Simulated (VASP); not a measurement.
# AlN (zincblende type) in VASP: further runs, part 2 of 2

VASP 6.6.1.

### Step 5. Single point, PBE (z stretched by -2 % at fixed volume)

Input file INCAR:

```
SYSTEM = AlN
PREC = Accurate
ENCUT = 520
EDIFF = 1E-6
ISMEAR = -1
SIGMA = 0.08
LREAL = .FALSE.
LASPH = .TRUE.
NELM = 80
ALGO = Normal
ISIF = 2
LWAVE = .FALSE.
LCHARG = .FALSE.
GGA = PE
NBANDS = 11
```

Input file KPOINTS:

```
regular mesh
0
G
  13 13 13
  0 0 0
```

Input file POSCAR:

```
AlN
1.0
    0.0000000000      2.2239543542      2.1575704371
    2.2239543542      0.0000000000      2.1575704371
    2.2239543542      2.2239543542      0.0000000000
Al N
1 1
Direct
    0.0000000000      0.0000000000      0.0000000000
    0.2500000000      0.2500000000      0.2500000000
```

Potentials or basis: VASP PAW PBE potentials, release 64 (Al, N).

Run with:

```console
cat potpaw_PBE.64/Al/POTCAR potpaw_PBE.64/N/POTCAR > POTCAR
mpirun -np 1 vasp_std > vasp.out
```

OUTCAR:

```text
SYSTEM = AlN
   PREC = Accurate
   ENCUT = 520
   EDIFF = 1E-6
   ISMEAR = -1
   LREAL = .FALSE.
   LASPH = .TRUE.
   NELM = 80
   ISIF = 2
   GGA = PE

 ion  position               nearest neighbor table
   1  0.000  0.000  0.000-   2 1.91   2 1.91   2 1.91   2 1.91
   2  0.250  0.250  0.250-   1 1.91   1 1.91   1 1.91   1 1.91

  LATTYP: Found a body centered tetragonal cell.
 ALAT       =     3.1451464098
 C/A-ratio  =     1.3720000000

  Lattice vectors:

 A1 = (   0.0000000000,  -2.2239543542,  -2.1575704371)
 A2 = (   0.0000000000,   2.2239543542,  -2.1575704371)
 A3 = (   2.2239543542,   0.0000000000,   2.1575704371)

Analysis of symmetry for initial positions (statically):
=====================================================================
 Subroutine PRICEL returns:
 Original cell was already a primitive cell.

 Routine SETGRP: Setting up the symmetry group for a
 body centered tetragonal supercell.

 Subroutine GETGRP returns: Found  8 space group operations
 (whereof  8 operations were pure point group operations)
 out of a pool of 16 trial point group operations.

The static configuration has the point symmetry D_2d.

Analysis of symmetry for dynamics (positions and initial velocities):
=====================================================================
 Subroutine PRICEL returns:
 Original cell was already a primitive cell.

 Routine SETGRP: Setting up the symmetry group for a
 body centered tetragonal supercell.

 Subroutine GETGRP returns: Found  8 space group operations
 (whereof  8 operations were pure point group operations)
 out of a pool of 16 trial point group operations.

The dynamic configuration has the point symmetry D_2d.

 Subroutine INISYM returns: Found  8 space group operations
 (whereof  8 operations are pure point group operations),
 and found     1 'primitive' translations

[... 115 lines left out ...]
  volume/ion in A,a.u.               =      10.67        72.01
  Fermi-wavevector in a.u.,A,eV,Ry     =   1.180382  2.230599 18.957021  1.393302
  Thomas-Fermi vector in A             =   2.316675
   LORBIT       =      0    0 simple, 1 ext, 2 COOP (PROOUT), +10 PAW based schemes
   GGA     = PE    functional components
   LHFCALC =     F    Hartree Fock is set to
   AEXX    =    0.0000 exact exchange contribution
   IVDW    =     0    specifies the selected vdW correction
   LEPSILON=     F    determine dielectric tensor
   LRPA    =     F    only Hartree local field effects (RPA)
 non-spin polarized calculation
  energy-cutoff  :      520.00
  volume of cell :       21.34
 maximum number of plane-waves:       586
   NGX = 11   NGY = 11   NGZ = 11

 number of electron       8.0000001 magnetization

 Free energy of the ion-electron system (eV)
  ---------------------------------------------------
  ext. energy  EPLUGINS =         0.00000000
  ---------------------------------------------------
  free energy    TOTEN  =       -14.84232110 eV

  energy without entropy =      -14.84232110  energy(sigma->0) =      -14.84232110

 E-fermi :   7.4223     XC(G=0): -10.8298

 val. band max:        5.8277672747   @ k =   0.0000   0.0000   0.0000
 cond. band min:       9.0667204852   @ k =   0.4615   0.4615   0.0000
 fundamental gap:      3.2389532105
 Fermi energy:         7.4223136227

 k-point     1 :       0.0000    0.0000    0.0000
  band No.  band energies     occupation
      1      -9.0957      2.00000
      2       5.7093      2.00000
      3       5.7093      2.00000
      4       5.8278      2.00000
      5       9.7277      0.00000
      6      18.0480      0.00000
      7      18.0858      0.00000
      8      18.0858      0.00000
      9      22.7630      0.00000
     10      23.6498      0.00000
     11      24.2397      0.00000
[... 309 lines left out ...]
 k-point    24 :       0.4615    0.1538    0.0000
  band No.  band energies     occupation
      1      -7.1172      2.00000
      2       0.6748      2.00000
      3       4.5485      2.00000
      4       4.7836      2.00000
      5      12.7308      0.00000
      6      14.9072      0.00000
      7      17.5682      0.00000
      8      17.6152      0.00000
      9      21.7095      0.00000
     10      25.8629      0.00000
     11      25.9450      0.00000

 [... further k-points ...]
[... 5 lines left out ...]
  --------------------------------------------------------------------------------------
  -------------------------------------------------------------------------------------
  Total       -0.2111054     -0.2111054      0.2784142      0.0000000      0.0000000      0.0000000
  in kB      -15.8475915    -15.8475915     20.9004325      0.0000000      0.0000000      0.0000000
  external PRESSURE =      -3.5982502 kB  Pullay stress =       0.0000000 kB

 VOLUME and BASIS-vectors are now :
 -----------------------------------------------------------------------------
  energy-cutoff  :      520.00
  volume of cell :       21.34
      direct lattice vectors                 reciprocal lattice vectors
     0.000000000  2.223954354  2.157570437    -0.224824758  0.224824758  0.231742144
     2.223954354  0.000000000  2.157570437     0.224824758 -0.224824758  0.231742144
     2.223954354  2.223954354  0.000000000     0.224824758  0.224824758 -0.231742144

 POSITION                                       TOTAL-FORCE (eV/Angst)
 -----------------------------------------------------------------------------------
      0.00000      0.00000      0.00000        -0.000000     -0.000000      0.000000
      1.11198      1.11198      1.07879         0.000000      0.000000     -0.000000
 -----------------------------------------------------------------------------------
    total drift:                                0.000000      0.000000      0.000000

  FREE ENERGIE OF THE ION-ELECTRON SYSTEM (eV)
  ---------------------------------------------------
  free  energy   TOTEN  =       -14.8423211035 eV

  energy  without entropy=      -14.8423211034  energy(sigma->0) =      -14.84232110
```

OSZICAR:

```text
N       E                     dE             d eps       ncg     rms          rms(c)
DAV:   1     0.112931647999E+02    0.11293E+02   -0.37977E+03  4392   0.599E+02
DAV:   2    -0.162437407825E+02   -0.27537E+02   -0.26467E+02  5210   0.137E+02
DAV:   3    -0.171715581685E+02   -0.92782E+00   -0.92629E+00  5279   0.239E+01
DAV:   4    -0.171766120840E+02   -0.50539E-02   -0.50536E-02  4924   0.191E+00
DAV:   5    -0.171766728718E+02   -0.60788E-04   -0.60788E-04  5245   0.204E-01    0.851E+00
DAV:   6    -0.148507428477E+02    0.23259E+01   -0.11921E+01  5064   0.172E+01    0.280E+00
DAV:   7    -0.148488870156E+02    0.18558E-02   -0.16073E-01  4792   0.319E+00    0.203E+00
DAV:   8    -0.148437861330E+02    0.51009E-02   -0.29460E-02  4726   0.162E+00    0.593E-01
DAV:   9    -0.148422647806E+02    0.15214E-02   -0.43320E-03  5257   0.390E-01    0.234E-01
DAV:  10    -0.148423102803E+02   -0.45500E-04   -0.45414E-04  4714   0.137E-01    0.169E-02
DAV:  11    -0.148423212922E+02   -0.11012E-04   -0.11681E-05  5140   0.255E-02    0.169E-02
DAV:  12    -0.148423211035E+02    0.18871E-06   -0.62685E-07  2996   0.587E-03
   1 F= -.14842321E+02 E0= -.14842321E+02  d E =-.110748E-09
```

stdout:

```text
POSCAR found type information on POSCAR AlN
 POSCAR found :  2 types and       2 ions
 scaLAPACK will be used
 LDA part: xc-table for (Slater+PW92), standard interpolation
 POSCAR, INCAR and KPOINTS ok, starting setup
 FFT: planning ... GRIDC
 FFT: planning ... GRID_SOFT
 FFT: planning ... GRID
 WAVECAR not read
 entering main loop
```

It took 11 s on 1 thread of Intel Xeon 6975P-C (Granite Rapids), shared host; peak memory 0.16 GiB.

What came out:

* Free energy: -14.8423 eV
* Pressure: -0.4 GPa
* Band gap on the k mesh: 3.24 eV, indirect (least direct gap 3.90 eV)

Caveat: the cell differs from its parent crystal (z stretched by -2 % at fixed volume).

### Step 6. Relaxation of cell and atoms, PBE

This run uses another cell than the first one, of 11.12 Å³/atom, 1.042 times its volume.

Input file INCAR:

```
PREC     = Accurate       # precision mode
ENCUT    = 600            # plane-wave cutoff, eV
EDIFF    = 1E-6           # SCF threshold, eV
ISMEAR   = -1             # smearing method
SIGMA    = 0.08           # smearing width, eV
LREAL    = F              # projectors in reciprocal space
LASPH    = T              # aspherical terms in the spheres
NELM     = 100            # most SCF steps
ALGO     = Normal         # electronic algorithm
ISIF     = 3              # what is computed and relaxed
LWAVE    = F              # write WAVECAR
LCHARG   = F              # write CHGCAR
GGA      = PE             # functional
IBRION   = 2              # ionic algorithm
NSW      = 100            # ionic steps
EDIFFG   = -0.005         # ionic threshold
```

Input file KPOINTS:

```
regular mesh
0
Gamma
  13 13 13
```

Input file POSCAR:

```
AlN
1.0
    0.0000000000      2.2322827293      2.2322827293
    2.2322827293      0.0000000000      2.2322827293
    2.2322827293      2.2322827293      0.0000000000
Al N
1 1
Direct
    0.0000000000      0.0000000000      0.0000000000
    0.2500000000      0.2500000000      0.2500000000
```

Potentials or basis: VASP PAW PBE potentials, release 64 (Al, N).

Run with:

```console
cat potpaw_PBE.64/Al/POTCAR potpaw_PBE.64/N/POTCAR > POTCAR
mpirun -np 1 vasp_std > vasp.out
```

Run time: 16 s. Hardware: 1 thread of Intel Xeon 6975P-C (Granite Rapids), shared host; peak memory 0.16 GiB.

The run converged. Its results:

* Free energy: -14.8502 eV
* Relaxed volume: 10.65 Å³/atom
* Relaxed cell: a = 3.111 Å, b = 3.111 Å, c = 3.111 Å, α = 60.00°, β = 60.00°, γ = 60.00°
* Space group after relaxing (to 0.05 Å): F-43m (No. 216)
* Energy gained by relaxing: 12.0 meV/atom
* Ionic steps: 3
* Pressure after relaxing: 0.0 GPa
* Band gap on the k mesh: 3.39 eV, indirect (least direct gap 4.00 eV)

Step by step:
| step | energy change (eV) | largest force (eV/Å) | pressure (GPa) | volume (Å³) |
| --- | --- | --- | --- | --- |
| 1 | 0.0000 | 0.0000 | -7.78 | 22.25 |
| 2 | -0.0073 | 0.0000 | 7.43 | 20.55 |
| 3 | -0.0239 | 0.0000 | -0.05 | 21.30 |

Final structure:
```
Al N
1.0
     0.00000    2.20011    2.20011
     2.20011    0.00000    2.20011
     2.20011    2.20011    0.00000
Al N
1 1
Direct
  0.00000 0.00000 0.00000
  0.25000 0.25000 0.25000
```

Levels at points of the mesh, in eV from the valence-band top:
| k point | band 1 | band 2 | band 3 | band 4 | band 5 | band 6 | band 7 | band 8 |
| --- | --- | --- | --- | --- | --- | --- | --- | --- |
| (0.00, 0.00, 0.00) | -14.85 | 0.00 | 0.00 | 0.00 | 4.00 | 12.34 | 12.34 | 12.34 |

A k mesh can miss the band edges. A hybrid or GW would open this gap; PBE tends to underestimate it.

### Step 7. Summary

| task | cell | k mesh | cutoff (eV) | gap on the mesh (eV) | pressure (GPa) |
| --- | --- | --- | --- | --- | --- |
| single point | a = 3.114 Å, angles 60.0°, 2 atoms | 10 × 10 × 10 | 520 | 3.30 | -0.3 |
| single point | a = 3.114 Å, angles 60.0°, 2 atoms | 13 × 13 × 13 | 520 | 3.39 | -0.3 |
| single point | a = 3.114 Å, angles 60.0°, 2 atoms | 18 × 18 × 18 | 520 | 3.30 | -0.3 |
| single point | a = 3.099, b = 3.099, c = 3.145 Å, angles 59.5, 59.5, 61.0°, 2 atoms | 13 × 13 × 13 | 520 | 3.24 | -0.4 |
| relaxation of cell and atoms | relaxed from a = 3.157 Å, angles 60.0°, 2 atoms | 13 × 13 × 13 | 600 | 3.39 | 0.0 |

Alike in all rows: level PBE; potentials or basis VASP PAW PBE potentials, release 64 (Al, N); no spin polarisation; smearing fermi-dirac 0.08 eV.

On the cell as given the gap runs from 3.30 eV (PBE) to 3.39 eV (PBE); the meshes differ, which moves gaps too.

Total energies depend on the potentials used, so only differences within one code and one set of settings carry meaning.
